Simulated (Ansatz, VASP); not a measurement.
This is a calculation of SiNi3 for Ansatz 0.2.0.

input.yaml

```yaml
crystal:
  lattice:
    - [1.2928041287, 0.7464008117, 7.661989331]
    - [-1.2928041287, 0.7464008117, 7.661989331]
    - [0.0, -1.4928016234, 7.661989331]
  atoms:
    - { symbol: Ni, position: [0.254733, 0.254733, 0.254733], spin: 2.0 }
    - { symbol: Ni, position: [0.5, 0.5, 0.5], spin: 2.0 }
    - { symbol: Ni, position: [0.745267, 0.745267, 0.745267], spin: 2.0 }
    - { symbol: Si, position: [0.0, 0.0, 0.0] }
hamiltonian:
  xc: pbesol
  pseudopotentials: { kind: paw }
magnetization:
  spin_polarized: true
  initial_magnetization: 6.0
  spin_locking: { lock_magnetization: hard }
kpoints:
  mp_grid: { grid: [10, 10, 10] }
scf:
  occupations: { method: fermi_dirac, width: 0.05 }
  lower_state_search: "off"
output:
  forces: true
  stress: true
  eigenvalues: true
```

Potentials or basis: Ansatz PAW.

Run with:

```sh
$ ansatz run input.yaml --threads 2 --pin off --max-ram 5632MiB --backend cpu --events-out ev --progress --plain --runs-dir out
```

Problem. Set up the same calculation for VASP 6.6.1. Potentials there: VASP PAW PBE potentials, release 64 (Ni, Si).

Solution. As run (the cutoff follows the program's own potentials):

File INCAR:

```
PREC = Accurate
ENCUT = 520
EDIFF = 1E-6
ISMEAR = -1
SIGMA = 0.05
LREAL = False
LASPH = True
NELM = 150
ALGO = Normal
ISIF = 2
LWAVE = False
LCHARG = False
ISPIN = 2
MAGMOM = 2 2 2 0
LORBIT = 11
NUPDOWN = 6.0
LMAXMIX = 4
GGA = PS
NBANDS = 29
```

File KPOINTS:

```
Automatic mesh
0
Gamma
  10 10 10
```

File POSCAR:

```
SiNi3
1.0
    1.2928041287      0.7464008117      7.6619893310
   -1.2928041287      0.7464008117      7.6619893310
    0.0000000000     -1.4928016234      7.6619893310
Ni Si
3 1
Direct
    0.2547330000      0.2547330000      0.2547330000
    0.5000000000      0.5000000000      0.5000000000
    0.7452670000      0.7452670000      0.7452670000
    0.0000000000      0.0000000000      0.0000000000
```

Potentials or basis: VASP PAW PBE potentials, release 64 (Ni, Si).

The run is started by

```bash
$ cat potpaw_PBE.64/Ni/POTCAR potpaw_PBE.64/Si/POTCAR > POTCAR
$ mpirun -np 1 vasp_std > vasp.out
```

Both were run:

|  | VASP | Ansatz | Ansatz less VASP |
| --- | --- | --- | --- |
| pressure (GPa) | 19.0 | 18.7 | -0.30 |
| traceless stress, the component that is largest in VASP (GPa) | 8.47 | 8.65 | +0.173 |
| rms of the force components (eV/Å) | 0.708 | 0.703 | -0.0043 |
| net moment per atom (μB) | 1.50 | 1.50 | 0.000 |
| size of the moment on the site where the two differ most (μB) | 1.58 | 1.50 | -0.087 |

VASP's potentials were made for PBE, not for PBEsol. Site moments also hang on the region over which each program counts them. Atom by atom the forces differ by 0.004 eV/Å (rms over components). VASP's potentials hold 34 valence electrons a cell and Ansatz's 58, so a difference there can come from the potentials and not from the codes.
